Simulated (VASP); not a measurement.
As:

```
As
1.0
     1.82500   -5.50000    0.00000
     1.82500    5.50000    0.00000
     0.00000    0.00000    4.47000
As
4
Direct
  0.39000 0.61000 0.56000
  0.89000 0.11000 0.94000
  0.61000 0.39000 0.44000
  0.11000 0.89000 0.06000
```

- Program: VASP 6.6.1
- Task: relaxation of cell and atoms
- Functional: PBEsol
- Potentials or basis: VASP PAW PBE potentials, release 64 (As)
- Cutoff: 600 eV
- k mesh: 8 × 8 × 6
- Occupations: fermi-dirac, width 0.05 eV
- Spin: no spin polarisation

At the start: pressure 0.1 GPa; volume 22.43 Å³/atom.

**Question.** How do energy, volume and symmetry change on relaxing?

**Answer.** Over 26 steps the energy falls by 5.9 meV/atom and the volume is 21.65 Å³/atom (-3.5 %); space group Cmce (No. 64, to 0.1 Å) before and after.

Step by step:
| step | energy change (eV) | largest force (eV/Å) | pressure (GPa) | volume (Å³) |
| --- | --- | --- | --- | --- |
| 1 | 0.0000 | 0.1185 | 0.13 | 89.74 |
| 2 | -0.0058 | 0.0343 | -0.28 | 89.96 |
| 3 | -0.0068 | 0.0813 | -0.51 | 90.10 |
| 4 | -0.0110 | 0.1021 | -0.27 | 89.52 |
| 5 | -0.0133 | 0.1597 | 0.11 | 88.65 |
| 6 | -0.0171 | 0.0924 | -0.15 | 88.29 |
| 7 | -0.0191 | 0.0246 | -0.57 | 87.66 |
| 8 | -0.0217 | 0.0235 | -0.29 | 86.80 |
| 9 | -0.0222 | 0.0387 | -0.12 | 86.30 |
| 10 | -0.0222 | 0.0401 | -0.10 | 86.25 |
| 11 | -0.0226 | 0.0272 | 0.00 | 86.27 |
| 12 | -0.0229 | 0.0251 | 0.14 | 86.28 |
| 13 | -0.0229 | 0.0306 | 0.20 | 86.29 |
| 14 | -0.0232 | 0.0223 | 0.09 | 86.50 |
| 15 | -0.0233 | 0.0188 | -0.02 | 86.71 |
| 16 | -0.0234 | 0.0087 | -0.01 | 86.72 |
| 17 | -0.0234 | 0.0059 | 0.00 | 86.72 |
| 18 | -0.0235 | 0.0057 | -0.01 | 86.73 |
| 19 | -0.0235 | 0.0054 | -0.02 | 86.75 |
| 20 | -0.0235 | 0.0053 | -0.02 | 86.76 |
| 21 | -0.0235 | 0.0055 | -0.01 | 86.73 |
| 22 | -0.0235 | 0.0102 | 0.03 | 86.65 |
| 23 | -0.0235 | 0.0091 | 0.01 | 86.65 |
| 24 | -0.0235 | 0.0063 | 0.01 | 86.63 |
| 25 | -0.0235 | 0.0038 | -0.03 | 86.59 |
| 26 | -0.0235 | 0.0040 | -0.01 | 86.61 |

Final structure:
```
As
1.0
     1.87551   -5.44850    0.00000
     1.87551    5.44850    0.00000
     0.00000    0.00000    4.23781
As
4
Direct
  0.38767 0.61233 0.55324
  0.88767 0.11233 0.94676
  0.61233 0.38767 0.44676
  0.11233 0.88767 0.05324
```

Caveat: the PAW data sets were made with another functional, which shifts forces and pressure a little.
